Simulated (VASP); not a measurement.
# PtS2 (P-3m1) in VASP: a series of runs, part 2 of 2

VASP 6.6.1. The steps go on from the part before.

## (4) Single point, PBE

This run uses another cell than the first one, of 23.46 Å³/atom.

The input, INCAR:

```
ALGO     = Normal         # electronic algorithm
EDIFF    = 1E-6           # SCF threshold, eV
ENCUT    = 570            # plane-wave cutoff, eV
GGA      = PE             # functional
GGA_COMPAT= False        
ISIF     = 2              # what is computed and relaxed
ISMEAR   = 0              # smearing method
LASPH    = True           # aspherical terms in the spheres
LCHARG   = False          # write CHGCAR
LREAL    = False          # projectors in reciprocal space
LWAVE    = False          # write WAVECAR
NBANDS   = 22             # bands
NELM     = 120            # most SCF steps
PREC     = Accurate       # precision mode
SIGMA    = 0.05           # smearing width, eV
```

The input, KPOINTS:

```
k-points
0
Gamma
  9 9 4
```

The input, POSCAR:

```
PtS2
1.0
    3.4514000000      0.0000000000      0.0000000000
   -1.7257000000      2.9890000786      0.0000000000
    0.0000000000      0.0000000000      6.8215000000
Pt S
1 2
Direct
    0.0000000000      0.0000000000      0.0000000000
    0.3333333333      0.6666666667      0.1905593470
    0.6666666667      0.3333333333      0.8094406530
```

Potentials or basis: VASP PAW PBE potentials, release 64 (Pt_sv_GW, S).

On the command line:

```sh
$ cat potpaw_PBE.64/Pt_sv_GW/POTCAR potpaw_PBE.64/S/POTCAR > POTCAR
$ mpirun -np 1 vasp_std > vasp.out
```

OUTCAR:

```text
EDIFF = 1E-6
   ENCUT = 570
   GGA = PE
   ISIF = 2
   ISMEAR = 0
   LASPH = True
   LREAL = False
   NELM = 120
   PREC = Accurate

 ion  position               nearest neighbor table
   1  0.000  0.000  0.000-   2 2.38   3 2.38   2 2.38   3 2.38   3 2.38   2 2.38
   2  0.333  0.667  0.191-   1 2.38   1 2.38   1 2.38
   3  0.667  0.333  0.809-   1 2.38   1 2.38   1 2.38

  LATTYP: Found a hexagonal cell.
 ALAT       =     3.4514000000
 C/A-ratio  =     1.9764443414

  Lattice vectors:

 A1 = (   3.4514000000,   0.0000000000,   0.0000000000)
 A2 = (  -1.7257000000,   2.9890000786,   0.0000000000)
 A3 = (   0.0000000000,   0.0000000000,   6.8215000000)

Analysis of symmetry for initial positions (statically):
=====================================================================
 Subroutine PRICEL returns:
 Original cell was already a primitive cell.

 Routine SETGRP: Setting up the symmetry group for a
 hexagonal supercell.

 Subroutine GETGRP returns: Found 12 space group operations
 (whereof 12 operations were pure point group operations)
 out of a pool of 24 trial point group operations.

The static configuration has the point symmetry D_3d.

Analysis of symmetry for dynamics (positions and initial velocities):
=====================================================================
 Subroutine PRICEL returns:
 Original cell was already a primitive cell.

 Routine SETGRP: Setting up the symmetry group for a
 hexagonal supercell.

 Subroutine GETGRP returns: Found 12 space group operations
 (whereof 12 operations were pure point group operations)
 out of a pool of 24 trial point group operations.

The dynamic configuration has the point symmetry D_3d.

 Subroutine INISYM returns: Found 12 space group operations
 (whereof 12 operations are pure point group operations),
 and found     1 'primitive' translations

----------------------------------------------------------------------------------------

                                     Primitive cell

  volume of cell :      70.3722

  direct lattice vectors                    reciprocal lattice vectors
     3.451400000  0.000000000  0.000000000     0.289737498  0.167280022  0.000000000
    -1.725700000  2.989000079  0.000000000     0.000000000  0.334560045  0.000000000
     0.000000000  0.000000000  6.821500000     0.000000000  0.000000000  0.146595324

  length of vectors
     3.451400000  3.451400000  6.821500000     0.334560045  0.334560045  0.146595324

  position of ions in fractional coordinates (direct lattice)
     0.000000000  0.000000000  0.000000000
     0.333333333  0.666666667  0.190559347
     0.666666667  0.333333333  0.809440653

  ion indices of the primitive-cell ions
   primitive index   ion index
                 1           1
                 2           2
                 3           3

----------------------------------------------------------------------------------------

 KPOINTS: k-points

Automatic generation of k-mesh.
 Grid dimensions read from file:
 generate k-points for:    9    9    4

 Generating k-lattice:

  Cartesian coordinates                     Fractional coordinates (reciprocal lattice)
     0.032193055  0.018586669  0.000000000     0.111111111 -0.000000000  0.000000000
     0.000000000  0.037173338  0.000000000     0.000000000  0.111111111  0.000000000
     0.000000000  0.000000000  0.036648831     0.000000000  0.000000000  0.250000000

  Length of vectors
     0.037173338  0.037173338  0.036648831

  Shift w.r.t. Gamma in fractional coordinates (k-lattice)
     0.000000000  0.000000000  0.000000000

 Subroutine IBZKPT returns following result:
 ===========================================

 Found     43 irreducible k-points:

 Following reciprocal coordinates:
            Coordinates               Weight
  0.000000  0.000000  0.000000      1.000000
  0.111111  0.000000  0.000000      6.000000
  0.222222 -0.000000  0.000000      6.000000
  0.333333  0.000000  0.000000      6.000000
  0.444444 -0.000000  0.000000      6.000000
  0.111111  0.111111  0.000000      6.000000
[... 16 lines left out ...]
  0.222222  0.111111  0.250000     12.000000
 -0.111111  0.333333  0.250000     12.000000
 [... further k-points ...]
   k-points           NKPTS =     43   k-points in BZ     NKDIM =     43   number of bands    NBANDS=     22
   number of dos      NEDOS =    301   number of ions     NIONS =      3
   total plane-waves  NPLWV =  42336
   dimension x,y,z NGX =    28 NGY =   28 NGZ =   54
   dimension x,y,z NGXF=    56 NGYF=   56 NGZF=  108
   ions per type =               1   2
   NGX,Y,Z   is equivalent  to a cutoff of  13.49, 13.49, 13.16 a.u.
   NGXF,Y,Z  is equivalent  to a cutoff of  26.97, 26.97, 26.32 a.u.
 SYSTEM =  unknown system
   PREC   = accura    normal or accurate (medium, high low for compatibility)
   ISTART =      0    job   : 0-new  1-cont  2-samecut
   ICHARG =      2    charge: 1-file 2-atom 10-const
   ISPIN  =      1    spin polarized calculation?
   LNONCOLLINEAR =      F non collinear calculations
   LSORBIT =      F    spin-orbit coupling
   LASPH  =      T    aspherical Exc in radial PAW
   ENCUT  =  570.0 eV  41.89 Ry    6.47 a.u.   6.72  6.72 13.28*2*pi/ulx,y,z
   NELM   =    120;   NELMIN=  2; NELMDL= -5     # of ELM steps
   EDIFF  = 0.1E-05   stopping-criterion for ELM
   LREAL  =      F    real-space projection
[... 7 lines left out ...]
   TEBEG  =    0.0;   TEEND  =   0.0 temperature during run
   PSTRESS=    0.0 pullay stress
   NELECT =      30.0000    total number of electrons
   NUPDOWN=      -1.0000    fix difference up-down
   EMIN   =  10.00;   EMAX   =-10.00  energy-range for DOS
   EFERMI =   0.00;   METHOD = LEGACY
   ISMEAR =     0;   SIGMA  =   0.05  broadening in eV -4-tet -1-fermi 0-gaus
   EFERMI_NEDOS =   21; number of points for ismear=-14 and -15
   IALGO  =     38    algorithm
   IMIX   =      4    mixing-type and parameters
     AMIX     =   0.40;   BMIX     =  1.00
     AMIX_MAG =   1.60;   BMIX_MAG =  1.00
  volume/ion in A,a.u.               =      23.46       158.30
  Fermi-wavevector in a.u.,A,eV,Ry     =   1.232106  2.328343 20.654817  1.518086
  Thomas-Fermi vector in A             =   2.366890
   LORBIT       =      0    0 simple, 1 ext, 2 COOP (PROOUT), +10 PAW based schemes
   GGA     = PE    functional components
   LHFCALC =     F    Hartree Fock is set to
   AEXX    =    0.0000 exact exchange contribution
   IVDW    =     0    specifies the selected vdW correction
   LEPSILON=     F    determine dielectric tensor
   LRPA    =     F    only Hartree local field effects (RPA)
 non-spin polarized calculation
 Gauss-broadening in eV      SIGMA  =   0.05
  energy-cutoff  :      570.00
  volume of cell :       70.37
 maximum number of plane-waves:      2198
 NGX is ok and might be reduce to    28
   NGX = 13   NGY = 13   NGZ = 27

 number of electron      30.0000000 magnetization

 Free energy of the ion-electron system (eV)
  ---------------------------------------------------
  ext. energy  EPLUGINS =         0.00000000
  ---------------------------------------------------
  free energy    TOTEN  =       -15.34066275 eV

  energy without entropy =      -15.34066275  energy(sigma->0) =      -15.34066275

 E-fermi :   3.4615     XC(G=0):  -9.0719

 val. band max:        3.1757313673   @ k =   0.1111   0.0000   0.5000
 cond. band min:       4.8168811132   @ k =   0.2222   0.2222   0.0000
 fundamental gap:      1.6411497459
 Fermi energy:         3.4615057727

 k-point     1 :       0.0000    0.0000    0.0000
  band No.  band energies     occupation
      1     -95.6307      2.00000
      2     -49.7561      2.00000
      3     -49.7462      2.00000
      4     -49.7462      2.00000
      5     -11.0894      2.00000
      6      -8.9751      2.00000
[... 14 lines left out ...]
     21      12.3415      0.00000
     22      12.5008      0.00000

 k-point     2 :       0.1111    0.0000    0.0000
  band No.  band energies     occupation
      1     -95.6308      2.00000
      2     -49.7557      2.00000
      3     -49.7498      2.00000
      4     -49.7472      2.00000
      5     -10.9232      2.00000
      6      -8.9916      2.00000
[... 542 lines left out ...]
 k-point    24 :      -0.1111    0.3333    0.2500
  band No.  band energies     occupation
      1     -95.6303      2.00000
      2     -49.7642      2.00000
      3     -49.7536      2.00000
      4     -49.7521      2.00000
      5     -10.0569      2.00000
      6      -9.0721      2.00000
[... 14 lines left out ...]
     21      12.8451      0.00000
     22      13.4437      0.00000

 [... further k-points ...]

------------------------ aborting loop because EDIFF is reached ----------------------------------------

  FORCE on cell =-STRESS in cart. coord.  units (eV):
  Direction    XX          YY          ZZ          XY          YZ          ZX
  --------------------------------------------------------------------------------------
  -------------------------------------------------------------------------------------
  Total        2.4160596      2.4160596     -0.2508708      0.0000000      0.0000000      0.0000000
  in kB       55.0068933     55.0068933     -5.7116249      0.0000000      0.0000000      0.0000000
  external PRESSURE =      34.7673872 kB  Pullay stress =       0.0000000 kB

 VOLUME and BASIS-vectors are now :
 -----------------------------------------------------------------------------
  energy-cutoff  :      570.00
  volume of cell :       70.37
      direct lattice vectors                 reciprocal lattice vectors
     3.451400000  0.000000000  0.000000000     0.289737498  0.167280022  0.000000000
    -1.725700000  2.989000079  0.000000000     0.000000000  0.334560045  0.000000000
     0.000000000  0.000000000  6.821500000     0.000000000  0.000000000  0.146595324

 POSITION                                       TOTAL-FORCE (eV/Angst)
 -----------------------------------------------------------------------------------
      0.00000      0.00000      0.00000         0.000000      0.000000      0.000000
     -0.00000      1.99267      1.29990        -0.000000     -0.000000     -0.028429
      1.72570      0.99633      5.52160         0.000000      0.000000      0.028429
 -----------------------------------------------------------------------------------
    total drift:                               -0.000000     -0.000000      0.000000

  FREE ENERGIE OF THE ION-ELECTRON SYSTEM (eV)
  ---------------------------------------------------
  free  energy   TOTEN  =       -15.3406627520 eV

  energy  without entropy=      -15.3406627520  energy(sigma->0) =      -15.34066275
```

It took 47 s on 1 thread of Intel Xeon Platinum 8559C (Emerald Rapids), shared host; peak memory 0.24 GiB.

What came out:

- Free energy: -15.3407 eV
- Pressure: 3.5 GPa
- Largest force: 0.028 eV/Å
- Band gap on the k mesh: 1.64 eV (least direct gap 1.75 eV)

Forces in eV/Å, atoms in the order of the input:
```
Pt   0.000  0.000  0.000
S    0.000  0.000 -0.028
S    0.000  0.000  0.028
```

Stress tensor (GPa, compression positive):
```
 5.50  0.00  0.00
 0.00  5.50  0.00
 0.00  0.00 -0.57
```

Caveat: the stress differs along the axes, from -1 to 6 GPa; spin-orbit coupling is left out, which moves the levels of the heavy elements; this functional lacks dispersion, which binds layers or chains, so the pressure and a relaxed spacing across them are unreliable. A k mesh can miss the band edges.

## (5) Summary

| task | potentials or basis | cell | cutoff (eV) | gap on the mesh (eV) | pressure (GPa) |
| --- | --- | --- | --- | --- | --- |
| relaxation of the atoms | VASP PAW PBE potentials, release 64 (Pt, S) | atoms relaxed from a = 3.577, b = 3.577, c = 6.172 Å, angles 90.0, 90.0, 120.0°, 3 atoms, atomic positions A | 520 | 1.46 | -0.1 |
| relaxation of the atoms | VASP PAW PBE potentials, release 64 (Pt, S) | atoms relaxed from a = 3.451, b = 3.451, c = 6.659 Å, angles 90.0, 90.0, 120.0°, 3 atoms, atomic positions A | 520 | 1.61 | 4.1 |
| single point | VASP PAW PBE potentials, release 64 (Pt_sv_GW, S) | a = 3.451, b = 3.451, c = 6.822 Å, angles 90.0, 90.0, 120.0°, 3 atoms, atomic positions B | 570 | 1.64 | 3.5 |

Alike in all rows: level PBE; no spin polarisation; k mesh 9 × 9 × 4; smearing gaussian 0.05 eV.

Caveats: spin-orbit coupling is left out, which moves the levels of the heavy elements; this functional lacks dispersion, which binds layers or chains, so the pressure and a relaxed spacing across them are unreliable; the stress differs along the axes, from -1 to 6 GPa (at least some runs).

Absolute energies hang on the potentials; compare differences alone.
